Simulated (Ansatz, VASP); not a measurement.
KCl in VASP and in Ansatz

Contents of POSCAR:

```
KCl
1.0
    0.0000000000      3.4085880000      2.9036120000
    3.4085880000      0.0000000000      2.9036120000
    3.4085880000      3.4085880000      0.0000000000
K Cl
1 1
Direct
    0.0000000000      0.0000000000      0.0000000000
    0.5000000000      0.5000000000      0.5000000000
```

Contents of INCAR.step1:

```
SYSTEM = KCl
PREC     = Accurate       ! precision mode
ENCUT    = 550            ! plane-wave cutoff, eV
ISMEAR   = 0              ! smearing method
SIGMA    = 0.05           ! smearing width, eV
LREAL    = .FALSE.        ! projectors in reciprocal space
LASPH    = .TRUE.         ! aspherical terms in the spheres
NELM     = 120            ! most SCF steps
NBANDS   = 15             ! bands
GGA      = PE             ! functional
ALGO     = Normal         ! electronic algorithm
EDIFF    = 1E-5           ! SCF threshold, eV
LWAVE    = .TRUE.         ! write WAVECAR
LCHARG   = .FALSE.        ! write CHGCAR
GGA_COMPAT= .FALSE.
```

Contents of INCAR.step2:

```
SYSTEM = KCl
PREC     = Accurate       ! precision mode
ENCUT    = 550            ! plane-wave cutoff, eV
EDIFF    = 1E-6           ! SCF threshold, eV
ISMEAR   = 0              ! smearing method
SIGMA    = 0.05           ! smearing width, eV
LREAL    = .FALSE.        ! projectors in reciprocal space
LASPH    = .TRUE.         ! aspherical terms in the spheres
NELM     = 120            ! most SCF steps
ALGO     = Normal         ! electronic algorithm
ISIF     = 2              ! what is computed and relaxed
LWAVE    = .FALSE.        ! write WAVECAR
LCHARG   = .FALSE.        ! write CHGCAR
METAGGA  = R2SCAN         ! meta-GGA
LMIXTAU  = .TRUE.       
NBANDS   = 15             ! bands
ISTART   = 1            
GGA_COMPAT= .FALSE.
```

Contents of KPOINTS:

```
regular mesh
0
G
  6 6 6
  0 0 0
```

Input for Ansatz:

```yaml
crystal:
  lattice:
    - [0.0, 3.408588, 2.903612]
    - [3.408588, 0.0, 2.903612]
    - [3.408588, 3.408588, 0.0]
  atoms:
    - { symbol: K, position: [0.0, 0.0, 0.0] }
    - { symbol: Cl, position: [0.5, 0.5, 0.5] }
basis:
  ecutwfc: 500
kpoints:
  mp_grid: { grid: [6, 6, 6] }
hamiltonian:
  xc: r2scan
scf:
  occupations: { method: gaussian, width: 0.05 }
output:
  forces: true
  stress: true
  eigenvalues: true
```

Change from the starting cell: strain +0.080 along x and y, -0.080 along z, atoms carried along.

Alike in both runs: task single point; functional r2SCAN; k mesh 6 × 6 × 6; occupations gaussian, width 0.05 eV; no spin polarisation.

```csv
,VASP,Ansatz
version,VASP 6.6.1,Ansatz 0.2.0
potentials or method,"VASP PAW PBE potentials, release 64 (K_sv, Cl), cutoff 550 eV","scalar-relativistic, plane waves, PAW"
valence electrons in the cell,16,16
```

```csv
,VASP,Ansatz,Ansatz less VASP
gap on the k mesh at the Fermi level (eV),5.39,5.39,-0.003
least direct gap on the mesh (eV),5.39,5.39,-0.003
pressure (GPa),0.1,0.1,0.00
"traceless stress, the component that is largest in VASP (GPa)",4.34,4.28,-0.059
```

VASP's potentials were made for PBE, not for r2SCAN.
